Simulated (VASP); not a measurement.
Set up this calculation in VASP 6.6.1, as the native input.

```yaml
Task: relaxation of cell and atoms
Functional: PBE
Potentials_or_basis: VASP PAW PBE potentials, release 64 (Al, C)
Cutoff: 600 eV
k_mesh: 6 × 6 × 4
Occupations: gaussian, width 0.1 eV
Spin: no spin polarisation
Dipole_correction: no
Further_INCAR_settings: ALGO = Normal; EDIFF = 1e-06; IBRION = 2; EDIFFG = -0.04; NSW = 90; ISIF = 3
```

The structure of Al2C3 lies in POSCAR:

```
Al2C3
1.0
    4.3383396600      0.0000000000      0.0000000000
   -2.1691698300      3.7571123500      0.0000000000
    0.0000000000      0.0000000000      4.7774134100
Al C
2 3
Direct
    0.0000000000      0.0000000000      0.7629886600
    0.0000000000      0.0000000000      0.2370113400
    0.5000000000      0.0000000000      0.0000000000
    0.0000000000      0.5000000000      0.0000000000
    0.5000000000      0.5000000000      0.0000000000
```

These files were run (other wordings do the same):

INCAR

```
SYSTEM = Al2C3
ALGO = Normal
EDIFF = 1E-6
EDIFFG = -0.04
ENCUT = 600
GGA = PE
IBRION = 2
ISIF = 3
ISMEAR = 0
LASPH = .TRUE.
LCHARG = .FALSE.
LREAL = .FALSE.
LWAVE = .FALSE.
NELM = 80
NSW = 90
PREC = Accurate
SIGMA = 0.1
```

KPOINTS

```
k-points
0
G
  6 6 4
  0 0 0
```

Potentials or basis: VASP PAW PBE potentials, release 64 (Al, C).

The run is started by

```bash
$ cat potpaw_PBE.64/Al/POTCAR potpaw_PBE.64/C/POTCAR > POTCAR
$ mpirun -np 1 vasp_std > vasp.out
```

Results of the run:

```yaml
Relaxed_volume: 11.53 Å³/atom
Relaxed_cell: a = 3.507 Å, b = 3.507 Å, c = 5.413 Å, α = 90.00°, β = 90.00°, γ = 120.00°
Space_group_after_relaxing_to_0.05_Å: P6/mmm (No. 191)
Energy_gained_by_relaxing: 605.2 meV/atom
Ionic_steps: 13
Pressure_after_relaxing: 0.1 GPa
Largest_force_after_relaxing: 0.021 eV/Å
Band_gap_on_the_k_mesh: zero (band 9 reaches 8.57 eV, above the bottom of band 10 at 6.98 eV)
```

Caveat: the volume moved by over 15 % at a fixed basis, so the end points are rough.

Wall time 120 s on 1 thread of AMD EPYC 9R45 96-Core Processor (Zen 5), with other jobs on the host, peak memory 0.19 GiB.
